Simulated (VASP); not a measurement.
# Ge (R32) in VASP: further runs, part 2 of 2

VASP 6.6.1. Earlier steps stand in the parts before.

### Step 5. Single point, PBE

This run uses another cell than the first one, of 23.63 Å³/atom.

Contents of INCAR:

```
  ALGO = Normal
  EDIFF = 1E-7
  ENCUT = 520
  GGA = PE
  ISIF = 2
  ISMEAR = 0
  LASPH = True
  LCHARG = True
  LELF = True
  LREAL = False
  LVHAR = True
  LWAVE = False
  NBANDS = 73
  NELM = 60
  PREC = Accurate
  SIGMA = 0.1
```

Contents of KPOINTS:

```
k-points
0
Gamma
  6 6 6
```

Contents of POSCAR:

```
Ge
1.0
    4.0587905273      2.3433438035      3.7262734132
   -4.0587905273      2.3433438035      3.7262734132
    0.0000000000     -4.6866876070      3.7262734132
Ge
9
Direct
    0.7427343355      0.7989894291      0.4377633684
    0.4377633684      0.7427343355      0.7989894291
    0.7989894291      0.4377633684      0.7427343355
    0.5622366316      0.2010105709      0.2572656645
    0.2010105709      0.2572656645      0.5622366316
    0.2572656645      0.5622366316      0.2010105709
    0.1553372111      0.8446627889      0.5000000000
    0.5000000000      0.1553372111      0.8446627889
    0.8446627889      0.5000000000      0.1553372111
```

Potentials or basis: VASP PAW PBE potentials, release 64 (Ge_d).

The run is started by

```bash
> cat potpaw_PBE.64/Ge_d/POTCAR > POTCAR
> mpirun -np 1 vasp_std > vasp.out
```

OUTCAR:

```text
EDIFF = 1E-7
   ENCUT = 520
   GGA = PE
   ISIF = 2
   ISMEAR = 0
   LASPH = True
   LREAL = False
   NELM = 60
   PREC = Accurate

 ion  position               nearest neighbor table
   1  0.743  0.799  0.438-   9 2.57   7 2.57   2 2.73   3 2.73   4 2.73
   2  0.438  0.743  0.799-   7 2.57   8 2.57   1 2.73   3 2.73   6 2.73
   3  0.799  0.438  0.743-   8 2.57   9 2.57   1 2.73   2 2.73   5 2.73
   4  0.562  0.201  0.257-   9 2.57   8 2.57   5 2.73   6 2.73   1 2.73
   5  0.201  0.257  0.562-   8 2.57   7 2.57   6 2.73   4 2.73   3 2.73
   6  0.257  0.562  0.201-   7 2.57   9 2.57   5 2.73   4 2.73   2 2.73
   7  0.155  0.845  0.500-   2 2.57   6 2.57   5 2.57   1 2.57
   8  0.500  0.155  0.845-   3 2.57   5 2.57   4 2.57   2 2.57
   9  0.845  0.500  0.155-   4 2.57   1 2.57   3 2.57   6 2.57

  LATTYP: Found a trigonal (rhomboedric) cell.
 ALAT       =     5.9874998351
 COS(alpha) =     0.0809645940

  Lattice vectors:

 A1 = (   4.0587905273,   2.3433438035,   3.7262734132)
 A2 = (  -4.0587905273,   2.3433438035,   3.7262734132)
[... 199 lines left out ...]
  band No.  band energies     occupation
      1     -20.2480      2.00000
      2     -20.2480      2.00000
      3     -20.2274      2.00000
      4     -20.2197      2.00000
      5     -20.2197      2.00000
      6     -20.2147      2.00000
[... 1813 lines left out ...]
     72       8.2382      0.00000
     73       8.5425      0.00000

 [... further k-points ...]

------------------------ aborting loop because EDIFF is reached ----------------------------------------

  FORCE on cell =-STRESS in cart. coord.  units (eV):
  Direction    XX          YY          ZZ          XY          YZ          ZX
  --------------------------------------------------------------------------------------
  -------------------------------------------------------------------------------------
  Total        0.0398522      0.0398522     -0.0034860      0.0000000      0.0000000     -0.0000000
  in kB        0.3002645      0.3002645     -0.0262653      0.0000000      0.0000000     -0.0000000
  external PRESSURE =       0.1914212 kB  Pullay stress =       0.0000000 kB

 VOLUME and BASIS-vectors are now :
 -----------------------------------------------------------------------------
  energy-cutoff  :      520.00
  volume of cell :      212.65
      direct lattice vectors                 reciprocal lattice vectors
     4.058790527  2.343343803  3.726273413     0.123189407  0.071123438  0.089454878
    -4.058790527  2.343343803  3.726273413    -0.123189407  0.071123438  0.089454878
     0.000000000 -4.686687607  3.726273413     0.000000000 -0.142246875  0.089454878

 POSITION                                       TOTAL-FORCE (eV/Angst)
 -----------------------------------------------------------------------------------
     -0.22833      1.56113      7.37611         0.000910      0.002546     -0.001135
     -1.23781     -0.97830      7.37611        -0.002660     -0.000485     -0.001135
      1.46614     -0.58283      7.37611         0.001750     -0.002061     -0.001135
      1.46614      0.58283      3.80271         0.001750      0.002061      0.001135
     -0.22833     -1.56113      3.80271         0.000910     -0.002546      0.001135
     -1.23781      0.97830      3.80271        -0.002660      0.000485      0.001135
     -2.79783      0.00000      5.58941        -0.010392      0.000000      0.000000
      1.39891     -2.42299      5.58941         0.005196     -0.009000      0.000000
      1.39891      2.42299      5.58941         0.005196      0.009000      0.000000
 -----------------------------------------------------------------------------------
    total drift:                                0.000001      0.000000     -0.000000

  FREE ENERGIE OF THE ION-ELECTRON SYSTEM (eV)
  ---------------------------------------------------
  free  energy   TOTEN  =       -38.0530099151 eV

  energy  without entropy=      -38.0340559942  energy(sigma->0) =      -38.04353295
```

OSZICAR:

```text
N       E                     dE             d eps       ncg     rms          rms(c)
DAV:   1     0.161348923598E+04    0.16135E+04   -0.58006E+04  5608   0.472E+03
DAV:   2     0.292939527920E+03   -0.13205E+04   -0.12860E+04  4672   0.119E+03
DAV:   3    -0.309558237338E+01   -0.29604E+03   -0.28607E+03  4788   0.282E+02
DAV:   4    -0.368936956809E+02   -0.33798E+02   -0.32377E+02  5452   0.955E+01
DAV:   5    -0.382763260914E+02   -0.13826E+01   -0.13703E+01  5240   0.216E+01    0.506E+00
DAV:   6    -0.381232415311E+02    0.15308E+00   -0.51262E-01  6256   0.497E+00    0.284E+00
DAV:   7    -0.380449367641E+02    0.78305E-01   -0.29288E-01  5232   0.546E+00    0.367E-01
DAV:   8    -0.380498503584E+02   -0.49136E-02   -0.62956E-02  5368   0.674E+00    0.220E-01
DAV:   9    -0.380518379840E+02   -0.19876E-02   -0.14128E-02  5791   0.151E+00    0.128E-01
DAV:  10    -0.380527930718E+02   -0.95509E-03   -0.44677E-03  5176   0.533E-01    0.500E-02
DAV:  11    -0.380529218882E+02   -0.12882E-03   -0.24886E-04  5319   0.728E-01    0.188E-02
DAV:  12    -0.380529912033E+02   -0.69315E-04   -0.14975E-04  6550   0.243E-01    0.967E-03
DAV:  13    -0.380530077404E+02   -0.16537E-04   -0.78334E-05  5368   0.248E-01    0.413E-03
DAV:  14    -0.380530085571E+02   -0.81672E-06   -0.16000E-05  5455   0.136E-01    0.125E-03
DAV:  15    -0.380530098897E+02   -0.13326E-05   -0.12199E-05  5726   0.238E-02    0.101E-03
DAV:  16    -0.380530099151E+02   -0.25371E-07   -0.32042E-07  3957   0.628E-03
   1 F= -.38053010E+02 E0= -.38043533E+02  d E =-.189539E-01
```

stdout:

```text
POSCAR found type information on POSCAR Ge
 POSCAR found :  1 types and       9 ions
 scaLAPACK will be used
 LDA part: xc-table for (Slater+PW92), standard interpolation
 POSCAR, INCAR and KPOINTS ok, starting setup
 FFT: planning ... GRIDC
 FFT: planning ... GRID_SOFT
 FFT: planning ... GRID
 WAVECAR not read
 entering main loop
```

It took 6.4 min on 1 thread of Intel Xeon 6975P-C (Granite Rapids), shared host; peak memory 0.51 GiB.

Results:

| Property | Result |
| --- | --- |
| Free energy | -38.0530 eV |
| Pressure | 0.0 GPa |
| Largest force | 0.010 eV/Å |
| Band gap on the k mesh | zero (bands 63 and 64 overlap by 1.46 eV) |

Forces on the atoms (eV/Å):
```
Ge   0.001  0.003 -0.001
Ge  -0.003  0.000 -0.001
Ge   0.002 -0.002 -0.001
Ge   0.002  0.002  0.001
Ge   0.001 -0.003  0.001
Ge  -0.003  0.000  0.001
Ge  -0.010  0.000  0.000
Ge   0.005 -0.009  0.000
Ge   0.005  0.009  0.000
```

### Step 6. Summary

```tsv
task	cell	k mesh	cutoff (eV)	gap on the mesh (eV)	pressure (GPa)	largest force (eV/Å)
single point	a = 5.987 Å, angles 84.2°, 9 atoms, atomic positions A	3 × 3 × 3	520	none	0.0	0.01
single point	a = 5.596 Å, angles 91.1°, 9 atoms, atomic positions B	3 × 3 × 3	520	none	22.7	2.24
relaxation of cell and atoms	relaxed from a = 5.596 Å, angles 91.1°, 9 atoms, atomic positions B	3 × 3 × 3	600	none	0.1	0.02
single point	a = 5.987 Å, angles 85.4°, 9 atoms, atomic positions C	6 × 6 × 6	520	none	0.0	0.01
```

Alike in all rows: level PBE; potentials or basis VASP PAW PBE potentials, release 64 (Ge_d); no spin polarisation; smearing gaussian 0.1 eV.

Caveats: some runs use coarse meshes; semilocal functionals underestimate gaps, and a narrow one can read as zero (at least some runs); forces of over 1 eV/Å act on the atoms, so gaps and moduli don't describe the material at rest (at least some runs); the volume moved by over 15 % at a fixed basis, so the end points are rough (at least some runs).

Total energies depend on the potentials used, so only differences within one code and one set of settings carry meaning.
